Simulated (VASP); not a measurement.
Pb:

```
Pb
1.0
    -1.97966    1.97966    1.97966
     1.97966   -1.97966    1.97966
     1.97966    1.97966   -1.97966
Pb
1
Direct
  0.00000 0.00000 0.00000
```

```yaml
Program: VASP 6.6.1
Task: relaxation of cell and atoms
Functional: B3LYP
Potentials_or_basis: VASP PAW PBE potentials, release 64 (Pb_d)
Cutoff: 600 eV
k_mesh: 5 × 5 × 5
Occupations: fermi-dirac, width 0.05 eV
Spin: no spin polarisation
```

At the start: pressure 4.6 GPa; volume 31.03 Å³/atom.

Task: Where does the relaxation end?

Result: Over 13 steps the energy falls by 42.2 meV/atom and the volume is 34.31 Å³/atom (+10.6 %); space group Im-3m (No. 229, to 0.05 Å).

The path:
```
step  energy change (eV)  largest force (eV/Å)  pressure (GPa)  volume (Å³)
   1              0.0000                0.0000            4.62        31.03
   2             -0.0392                0.0000           -0.87        35.22
   3             -0.0422                0.0000           -0.07        34.26
   4             -0.0422                0.0000           -0.05        34.19
   5             -0.0420                0.0000            0.21        33.99
   6             -0.0422                0.0000            0.26        34.13
   7             -0.0422                0.0000            0.19        34.14
   8             -0.0422                0.0000            0.15        34.19
   9             -0.0422                0.0000            0.15        34.19
  10             -0.0422                0.0000            0.09        34.20
  11             -0.0422                0.0000            0.10        34.22
  12             -0.0422                0.0000            0.06        34.25
  13             -0.0422                0.0000            0.05        34.31
```

Final structure:
```xyz
1
Lattice="-2.0471 2.0471 2.0471 2.0471 -2.0471 2.0471 2.0471 2.0471 -2.0471" Properties=species:S:1:pos:R:3 pbc="T T T"
Pb    2.0471   -2.0471    2.0471
```

Caveat: the k points lie up to 0.43 Å⁻¹ apart in the final cell; the PAW data sets were made with another functional, which shifts forces and pressure a little.
